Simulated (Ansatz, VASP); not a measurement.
**Si2Mo in VASP and in Ansatz**

```
CELL_PARAMETERS angstrom
4.30879 0.00000 0.00000
-2.15440 3.73153 0.00000
0.00000 0.00000 2.60920
ATOMIC_POSITIONS crystal
Mo 0.00000 0.00000 0.00000
Si 0.33333 0.66667 0.50000
Si 0.66667 0.33333 0.50000
```

Alike in both runs: task single point; functional PBE; k mesh 9 × 9 × 7; occupations fermi-dirac, width 0.08 eV; no spin polarisation.

|  | VASP | Ansatz |
| --- | --- | --- |
| version | VASP 6.6.1 | Ansatz 0.2.0 |
| potentials or method | VASP PAW PBE potentials, release 64 (Mo_sv, Si), cutoff 520 eV | all-electron LAPW, scalar-relativistic |

Ansatz gave:

| Quantity | Value |
| --- | --- |
| pressure (GPa) | 0.0 |

**Question.** Estimate VASP's values.

**Answer.** Pressure (GPa): 0.1.

Ansatz ran all-electron here, and VASP with PAW potentials.
